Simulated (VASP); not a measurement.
# Pb (P6_3/mmc) in VASP: a series of runs, part 2 of 3

VASP 6.6.1. The steps go on from the part before.

## (4) Single point, RPBE (31.88 Å³/atom)

This run uses another cell than the first one, of 31.88 Å³/atom.

The input, INCAR:

```
PREC = Accurate
ENCUT = 520
EDIFF = 1E-7
ISMEAR = -1
SIGMA = 0.1
LREAL = F
LASPH = T
NELM = 60
ALGO = Normal
ISIF = 2
LWAVE = F
LCHARG = F
GGA = RP
NBANDS = 36
```

The input, KPOINTS:

```
regular mesh
0
Gamma
  11 11 3
```

The input, POSCAR:

```
Pb
1.0
    3.5721713206      0.0000000000      0.0000000000
   -1.7860856603      3.0935911103      0.0000000000
    0.0000000000      0.0000000000     11.5408125568
Pb
4
Direct
    1.0000000000      0.0000000000      1.0000000000
    0.0000000000      0.0000000000      0.5000000000
    0.3333333333      0.6666666667      0.2500000000
    0.6666666667      0.3333333333      0.7500000000
```

Potentials or basis: VASP PAW PBE potentials, release 64 (Pb_d).

The run is started by

```sh
> cat potpaw_PBE.64/Pb_d/POTCAR > POTCAR
> mpirun -np 1 vasp_std > vasp.out
```

OUTCAR:

```text
PREC = Accurate
   ENCUT = 520
   EDIFF = 1E-7
   ISMEAR = -1
   LREAL = F
   LASPH = T
   NELM = 60
   ISIF = 2
   GGA = RP

 ion  position               nearest neighbor table
   1  0.000  0.000  0.000-   3 3.55   4 3.55   3 3.55   4 3.55   4 3.55   3 3.55
   2  0.000  0.000  0.500-   3 3.55   4 3.55   3 3.55   4 3.55   4 3.55   3 3.55
   3  0.333  0.667  0.250-   1 3.55   2 3.55   1 3.55   2 3.55   1 3.55   2 3.55
   4  0.667  0.333  0.750-   1 3.55   2 3.55   1 3.55   2 3.55   1 3.55   2 3.55

  LATTYP: Found a hexagonal cell.
 ALAT       =     3.5721713206
 C/A-ratio  =     3.2307556164

  Lattice vectors:

 A1 = (   3.5721713206,   0.0000000000,   0.0000000000)
 A2 = (  -1.7860856603,   3.0935911103,   0.0000000000)
 A3 = (   0.0000000000,   0.0000000000,  11.5408125568)

Analysis of symmetry for initial positions (statically):
=====================================================================
 Subroutine PRICEL returns:
 Original cell was already a primitive cell.

 Routine SETGRP: Setting up the symmetry group for a
 hexagonal supercell.

 Subroutine GETGRP returns: Found 24 space group operations
 (whereof 12 operations were pure point group operations)
 out of a pool of 24 trial point group operations.

The static configuration has the point symmetry D_3d.
 The point group associated with its full space group is D_6h.

Analysis of symmetry for dynamics (positions and initial velocities):
=====================================================================
 Subroutine PRICEL returns:
 Original cell was already a primitive cell.

 Routine SETGRP: Setting up the symmetry group for a
 hexagonal supercell.

 Subroutine GETGRP returns: Found 24 space group operations
 (whereof 12 operations were pure point group operations)
 out of a pool of 24 trial point group operations.

[... 121 lines left out ...]
   EFERMI_NEDOS =   21; number of points for ismear=-14 and -15
   IALGO  =     38    algorithm
   IMIX   =      4    mixing-type and parameters
     AMIX     =   0.40;   BMIX     =  1.00
     AMIX_MAG =   1.60;   BMIX_MAG =  1.00
  volume/ion in A,a.u.               =      31.88       215.16
  Fermi-wavevector in a.u.,A,eV,Ry     =   1.244305  2.351396 21.065844  1.548296
  Thomas-Fermi vector in A             =   2.378578
   LORBIT       =      0    0 simple, 1 ext, 2 COOP (PROOUT), +10 PAW based schemes
   GGA     = RP    functional components
   LHFCALC =     F    Hartree Fock is set to
   AEXX    =    0.0000 exact exchange contribution
   IVDW    =     0    specifies the selected vdW correction
   LEPSILON=     F    determine dielectric tensor
   LRPA    =     F    only Hartree local field effects (RPA)
 non-spin polarized calculation
  energy-cutoff  :      520.00
  volume of cell :      127.54
 maximum number of plane-waves:      3499
 NGX is ok and might be reduce to    28
   NGX = 13   NGY = 13   NGZ = 43

 number of electron      56.0000000 magnetization

 Free energy of the ion-electron system (eV)
  ---------------------------------------------------
  ext. energy  EPLUGINS =         0.00000000
  ---------------------------------------------------
  free energy    TOTEN  =       -12.69007818 eV

  energy without entropy =      -12.60812110  energy(sigma->0) =      -12.64909964

 E-fermi :   6.8892     XC(G=0):  -9.8470

 val. band max:        6.8831971344   @ k =   0.3636   0.1818   0.3333
 cond. band min:       6.8978231700   @ k =   0.3636   0.0000   0.0000
 fundamental gap:      0.0146260356
 Fermi energy:         6.8891619419

 k-point     1 :       0.0000    0.0000    0.0000
  band No.  band energies     occupation
      1     -10.2724      2.00000
      2     -10.2596      2.00000
      3     -10.2522      2.00000
      4     -10.2522      2.00000
      5     -10.2505      2.00000
      6     -10.2481      2.00000
[... 925 lines left out ...]
     35      11.9979      0.00000
     36      12.8660      0.00000

 [... further k-points ...]

------------------------ aborting loop because EDIFF is reached ----------------------------------------

  FORCE on cell =-STRESS in cart. coord.  units (eV):
  Direction    XX          YY          ZZ          XY          YZ          ZX
  --------------------------------------------------------------------------------------
  -------------------------------------------------------------------------------------
  Total        1.0702673      1.0702673      1.3675851      0.0000000      0.0000000      0.0000000
  in kB       13.4453240     13.4453240     17.1804032      0.0000000      0.0000000      0.0000000
  external PRESSURE =      14.6903504 kB  Pullay stress =       0.0000000 kB

 VOLUME and BASIS-vectors are now :
 -----------------------------------------------------------------------------
  energy-cutoff  :      520.00
  volume of cell :      127.54
      direct lattice vectors                 reciprocal lattice vectors
     3.572171321  0.000000000  0.000000000     0.279941781  0.161624462  0.000000000
    -1.786085660  3.093591110  0.000000000     0.000000000  0.323248925  0.000000000
     0.000000000  0.000000000 11.540812557     0.000000000  0.000000000  0.086649012

 POSITION                                       TOTAL-FORCE (eV/Angst)
 -----------------------------------------------------------------------------------
      0.00000      0.00000      0.00000        -0.000000      0.000000      0.000000
      0.00000      0.00000      5.77041         0.000000      0.000000      0.000000
     -0.00000      2.06239      2.88520         0.000000     -0.000000     -0.000000
      1.78609      1.03120      8.65561        -0.000000      0.000000     -0.000000
 -----------------------------------------------------------------------------------
    total drift:                                0.000000     -0.000000      0.000000

  FREE ENERGIE OF THE ION-ELECTRON SYSTEM (eV)
  ---------------------------------------------------
  free  energy   TOTEN  =       -12.6900781810 eV

  energy  without entropy=      -12.6081211020  energy(sigma->0) =      -12.64909964
```

OSZICAR:

```text
N       E                     dE             d eps       ncg     rms          rms(c)
DAV:   1     0.680063309914E+03    0.68006E+03   -0.27381E+04  2304   0.187E+03
DAV:   2     0.518393103228E+02   -0.62822E+03   -0.61851E+03  2308   0.494E+02
DAV:   3    -0.993474552970E+01   -0.61774E+02   -0.60806E+02  2756   0.199E+02
DAV:   4    -0.125973559429E+02   -0.26626E+01   -0.26559E+01  2764   0.464E+01
DAV:   5    -0.127087795437E+02   -0.11142E+00   -0.11142E+00  2912   0.818E+00    0.904E-01
DAV:   6    -0.126929736461E+02    0.15806E-01   -0.80477E-02  3304   0.245E+00    0.492E-01
DAV:   7    -0.126896185575E+02    0.33551E-02   -0.29985E-02  2888   0.182E+00    0.180E-01
DAV:   8    -0.126901379030E+02   -0.51935E-03   -0.36626E-03  2724   0.721E-01    0.336E-02
DAV:   9    -0.126900933451E+02    0.44558E-04   -0.22452E-04  2860   0.182E-01    0.140E-02
DAV:  10    -0.126900773580E+02    0.15987E-04   -0.45548E-05  2756   0.755E-02    0.568E-03
DAV:  11    -0.126900786722E+02   -0.13142E-05   -0.57417E-06  2856   0.296E-02    0.962E-04
DAV:  12    -0.126900781309E+02    0.54129E-06   -0.34118E-07  1844   0.484E-03    0.305E-04
DAV:  13    -0.126900781810E+02   -0.50068E-07   -0.43775E-08  1256   0.211E-03
   1 F= -.12690078E+02 E0= -.12649100E+02  d E =-.819571E-01
```

stdout:

```text
POSCAR found type information on POSCAR Pb
 POSCAR found :  1 types and       4 ions
 scaLAPACK will be used
 -----------------------------------------------------------------------------
|                                                                             |
|                                                                             |
|     You enforced a specific xc type in the INCAR file but a different       |
|     I HOPE YOU KNOW WHAT YOU ARE DOING!                                     |
|                                                                             |
 -----------------------------------------------------------------------------

 LDA part: xc-table for (Slater+PW92), standard interpolation
 POSCAR, INCAR and KPOINTS ok, starting setup
 FFT: planning ... GRIDC
 FFT: planning ... GRID_SOFT
 FFT: planning ... GRID
 WAVECAR not read
 entering main loop
```

Wall time 72 s (1 thread of AMD EPYC 9R45 (Zen 5), shared host); peak memory 0.26 GiB.

Results:

| Quantity | Value |
| --- | --- |
| Free energy | -12.6901 eV |
| Pressure | 1.5 GPa |
| Band gap on the k mesh | zero (bands 28 and 29 overlap by 6.63 eV) |

Caveat: the PAW data sets were made with another functional, which shifts forces and pressure a little; spin-orbit coupling is left out, which moves the levels of the heavy elements.

## (5) Single point, RPBE (33.21 Å³/atom)

This run uses another cell than the first one, of 33.21 Å³/atom.

The input, INCAR:

```
ALGO = Normal
EDIFF = 1E-6
ENCUT = 520
GGA = RP
ISIF = 2
ISMEAR = -1
LASPH = True
LCHARG = True
LELF = True
LREAL = False
LVHAR = True
LWAVE = False
NBANDS = 36
NELM = 100
PREC = Accurate
SIGMA = 0.1
```

The input, KPOINTS:

```
k-points
0
Gamma
  11 11 3
```

The input, POSCAR:

```
Pb
1.0
    3.6211112557      0.0000000000      0.0000000000
   -1.8105556279      3.1359743374      0.0000000000
    0.0000000000      0.0000000000     11.6989255272
Pb
4
Direct
    1.0000000000      0.0000000000      1.0000000000
    0.0000000000      0.0000000000      0.5000000000
    0.3333333333      0.6666666667      0.2500000000
    0.6666666667      0.3333333333      0.7500000000
```

Potentials or basis: VASP PAW PBE potentials, release 64 (Pb_d).

The run is started by

```sh
> cat potpaw_PBE.64/Pb_d/POTCAR > POTCAR
> mpirun -np 1 vasp_std > vasp.out
```

OUTCAR:

```text
EDIFF = 1E-6
   ENCUT = 520
   GGA = RP
   ISIF = 2
   ISMEAR = -1
   LASPH = True
   LREAL = False
   NELM = 100
   PREC = Accurate

 ion  position               nearest neighbor table
   1  0.000  0.000  0.000-   3 3.60   4 3.60   4 3.60   3 3.60   4 3.60   3 3.60
   2  0.000  0.000  0.500-   3 3.60   4 3.60   4 3.60   3 3.60   4 3.60   3 3.60
   3  0.333  0.667  0.250-   1 3.60   2 3.60   1 3.60   2 3.60   1 3.60   2 3.60
   4  0.667  0.333  0.750-   1 3.60   2 3.60   1 3.60   2 3.60   1 3.60   2 3.60

  LATTYP: Found a hexagonal cell.
 ALAT       =     3.6211112557
 C/A-ratio  =     3.2307556165

  Lattice vectors:

 A1 = (   3.6211112557,   0.0000000000,   0.0000000000)
 A2 = (  -1.8105556279,   3.1359743374,   0.0000000000)
 A3 = (   0.0000000000,   0.0000000000,  11.6989255272)

Analysis of symmetry for initial positions (statically):
=====================================================================
 Subroutine PRICEL returns:
 Original cell was already a primitive cell.

 Routine SETGRP: Setting up the symmetry group for a
 hexagonal supercell.

 Subroutine GETGRP returns: Found 24 space group operations
 (whereof 12 operations were pure point group operations)
 out of a pool of 24 trial point group operations.

The static configuration has the point symmetry D_3d.
 The point group associated with its full space group is D_6h.

Analysis of symmetry for dynamics (positions and initial velocities):
=====================================================================
 Subroutine PRICEL returns:
 Original cell was already a primitive cell.

 Routine SETGRP: Setting up the symmetry group for a
 hexagonal supercell.

 Subroutine GETGRP returns: Found 24 space group operations
 (whereof 12 operations were pure point group operations)
 out of a pool of 24 trial point group operations.

The dynamic configuration has the point symmetry D_3d.
 The point group associated with its full space group is D_6h.

 Subroutine INISYM returns: Found 24 space group operations
 (whereof 12 operations are pure point group operations),
 and found     1 'primitive' translations

----------------------------------------------------------------------------------------

                                     Primitive cell

  volume of cell :     132.8496

  direct lattice vectors                    reciprocal lattice vectors
     3.621111256  0.000000000  0.000000000     0.276158320  0.159440080  0.000000000
    -1.810555628  3.135974337  0.000000000     0.000000000  0.318880160  0.000000000
     0.000000000  0.000000000 11.698925527     0.000000000  0.000000000  0.085477935

  length of vectors
     3.621111256  3.621111256 11.698925527     0.318880160  0.318880160  0.085477935

  position of ions in fractional coordinates (direct lattice)
     0.000000000  0.000000000  0.000000000
     0.000000000  0.000000000  0.500000000
     0.333333333  0.666666667  0.250000000
     0.666666667  0.333333333  0.750000000

  ion indices of the primitive-cell ions
   primitive index   ion index
                 1           1
                 2           2
                 3           3
                 4           4

----------------------------------------------------------------------------------------

 KPOINTS: k-points
[... 22 lines left out ...]

 Following reciprocal coordinates:
            Coordinates               Weight
  0.000000  0.000000  0.000000      1.000000
  0.090909 -0.000000  0.000000      6.000000
  0.181818 -0.000000  0.000000      6.000000
  0.272727 -0.000000  0.000000      6.000000
  0.363636 -0.000000  0.000000      6.000000
  0.454545 -0.000000  0.000000      6.000000
[... 16 lines left out ...]
  0.090909  0.090909  0.333333     12.000000
  0.181818  0.090909  0.333333     24.000000
 [... further k-points ...]
   k-points           NKPTS =     32   k-points in BZ     NKDIM =     32   number of bands    NBANDS=     36
   number of dos      NEDOS =    301   number of ions     NIONS =      4
   total plane-waves  NPLWV =  70560
   dimension x,y,z NGX =    28 NGY =   28 NGZ =   90
   dimension x,y,z NGXF=    56 NGYF=   56 NGZF=  180
   ions per type =               4
   NGX,Y,Z   is equivalent  to a cutoff of  12.85, 12.85, 12.79 a.u.
   NGXF,Y,Z  is equivalent  to a cutoff of  25.71, 25.71, 25.58 a.u.
 SYSTEM =  unknown system
   PREC   = accura    normal or accurate (medium, high low for compatibility)
   ISTART =      0    job   : 0-new  1-cont  2-samecut
   ICHARG =      2    charge: 1-file 2-atom 10-const
   ISPIN  =      1    spin polarized calculation?
   LNONCOLLINEAR =      F non collinear calculations
   LSORBIT =      F    spin-orbit coupling
   LASPH  =      T    aspherical Exc in radial PAW
   ENCUT  =  520.0 eV  38.22 Ry    6.18 a.u.   6.73  6.73 21.75*2*pi/ulx,y,z
   NELM   =    100;   NELMIN=  2; NELMDL= -5     # of ELM steps
   EDIFF  = 0.1E-05   stopping-criterion for ELM
   LREAL  =      F    real-space projection
   EDIFFG = 0.1E-04   stopping-criterion for IOM
   NSW    =      0    number of steps for IOM
   IBRION =     -1    ionic relax: 0-MD 1-quasi-New 2-CG
   NFREE  =      0    steps in history (QN), initial steepest desc. (CG)
   ISIF   =      2    stress and relaxation
   ISYM   =      2    0-nonsym 1-usesym 2-fastsym
   POTIM  = 0.5000    time-step for ionic-motion
   TEBEG  =    0.0;   TEEND  =   0.0 temperature during run
   PSTRESS=    0.0 pullay stress
   NELECT =      56.0000    total number of electrons
   NUPDOWN=      -1.0000    fix difference up-down
   EMIN   =  10.00;   EMAX   =-10.00  energy-range for DOS
   EFERMI =   0.00;   METHOD = LEGACY
   ISMEAR =    -1;   SIGMA  =   0.10  broadening in eV -4-tet -1-fermi 0-gaus
   EFERMI_NEDOS =   21; number of points for ismear=-14 and -15
   IALGO  =     38    algorithm
   IMIX   =      4    mixing-type and parameters
     AMIX     =   0.40;   BMIX     =  1.00
     AMIX_MAG =   1.60;   BMIX_MAG =  1.00
  volume/ion in A,a.u.               =      33.21       224.13
  Fermi-wavevector in a.u.,A,eV,Ry     =   1.227488  2.319617 20.500275  1.506728
  Thomas-Fermi vector in A             =   2.362450
   LORBIT       =      0    0 simple, 1 ext, 2 COOP (PROOUT), +10 PAW based schemes
   GGA     = RP    functional components
   LHFCALC =     F    Hartree Fock is set to
   AEXX    =    0.0000 exact exchange contribution
   IVDW    =     0    specifies the selected vdW correction
   LEPSILON=     F    determine dielectric tensor
   LRPA    =     F    only Hartree local field effects (RPA)
 non-spin polarized calculation
  energy-cutoff  :      520.00
  volume of cell :      132.85
 maximum number of plane-waves:      3607
 NGX is ok and might be reduce to    28
   NGX = 13   NGY = 13   NGZ = 43

 number of electron      55.9999990 magnetization

 Free energy of the ion-electron system (eV)
  ---------------------------------------------------
  ext. energy  EPLUGINS =         0.00000000
  ---------------------------------------------------
  free energy    TOTEN  =       -12.71505182 eV

  energy without entropy =      -12.62928720  energy(sigma->0) =      -12.67216951

 E-fermi :   6.4618     XC(G=0):  -9.6542

 val. band max:        6.4541232751   @ k =   0.2727   0.0909   0.3333
 cond. band min:       6.4694738506   @ k =   0.3636   0.2727   0.0000
 fundamental gap:      0.0153505755
 Fermi energy:         6.4617878637

 k-point     1 :       0.0000    0.0000    0.0000
  band No.  band energies     occupation
      1     -10.6719      2.00000
      2     -10.6626      2.00000
      3     -10.6579      2.00000
      4     -10.6579      2.00000
      5     -10.6560      2.00000
      6     -10.6551      2.00000
[... 925 lines left out ...]
     35      11.3707      0.00000
     36      12.1876      0.00000

 [... further k-points ...]

------------------------ aborting loop because EDIFF is reached ----------------------------------------

  FORCE on cell =-STRESS in cart. coord.  units (eV):
  Direction    XX          YY          ZZ          XY          YZ          ZX
  --------------------------------------------------------------------------------------
  -------------------------------------------------------------------------------------
  Total       -0.1240969     -0.1240969      0.0721574      0.0000000      0.0000000      0.0000000
  in kB       -1.4966185     -1.4966185      0.8702241      0.0000000      0.0000000      0.0000000
  external PRESSURE =      -0.7076709 kB  Pullay stress =       0.0000000 kB

 VOLUME and BASIS-vectors are now :
 -----------------------------------------------------------------------------
  energy-cutoff  :      520.00
  volume of cell :      132.85
      direct lattice vectors                 reciprocal lattice vectors
     3.621111256  0.000000000  0.000000000     0.276158320  0.159440080  0.000000000
    -1.810555628  3.135974337  0.000000000     0.000000000  0.318880160  0.000000000
     0.000000000  0.000000000 11.698925527     0.000000000  0.000000000  0.085477935

 POSITION                                       TOTAL-FORCE (eV/Angst)
 -----------------------------------------------------------------------------------
      0.00000      0.00000      0.00000         0.000000      0.000000     -0.000000
      0.00000      0.00000      5.84946         0.000000      0.000000     -0.000000
     -0.00000      2.09065      2.92473         0.000000      0.000000     -0.000000
      1.81056      1.04532      8.77419        -0.000000     -0.000000      0.000000
 -----------------------------------------------------------------------------------
    total drift:                                0.000000     -0.000000      0.000000

  FREE ENERGIE OF THE ION-ELECTRON SYSTEM (eV)
  ---------------------------------------------------
  free  energy   TOTEN  =       -12.7150518189 eV

  energy  without entropy=      -12.6292872007  energy(sigma->0) =      -12.67216951
```

OSZICAR:

```text
N       E                     dE             d eps       ncg     rms          rms(c)
DAV:   1     0.673954757879E+03    0.67395E+03   -0.27218E+04  2304   0.183E+03
DAV:   2     0.509654955345E+02   -0.62299E+03   -0.61300E+03  2304   0.492E+02
DAV:   3    -0.100393917323E+02   -0.61005E+02   -0.60145E+02  2792   0.196E+02
DAV:   4    -0.126180331780E+02   -0.25786E+01   -0.25745E+01  2752   0.460E+01
DAV:   5    -0.127283349097E+02   -0.11030E+00   -0.11030E+00  2856   0.823E+00    0.847E-01
DAV:   6    -0.127162080781E+02    0.12127E-01   -0.74254E-02  3280   0.228E+00    0.479E-01
DAV:   7    -0.127145480598E+02    0.16600E-02   -0.31951E-02  2768   0.185E+00    0.180E-01
DAV:   8    -0.127151873674E+02   -0.63931E-03   -0.49744E-03  2744   0.854E-01    0.504E-02
DAV:   9    -0.127150658913E+02    0.12148E-03   -0.46455E-04  2752   0.254E-01    0.154E-02
DAV:  10    -0.127150516605E+02    0.14231E-04   -0.53580E-05  2680   0.763E-02    0.401E-03
DAV:  11    -0.127150518189E+02   -0.15838E-06   -0.37540E-06  2020   0.284E-02
   1 F= -.12715052E+02 E0= -.12672170E+02  d E =-.857646E-01
```

It took 63 s on 1 thread of AMD EPYC 9R45 (Zen 5), shared host; peak memory 0.27 GiB.

Results:

| Item | Value |
| --- | --- |
| Free energy | -12.7151 eV |
| Pressure | -0.1 GPa |
| Band gap on the k mesh | zero (bands 28 and 29 overlap by 6.33 eV) |

Caveat: the PAW data sets were made with another functional, which shifts forces and pressure a little; spin-orbit coupling is left out, which moves the levels of the heavy elements.

(Continued in part 3 of 3.)
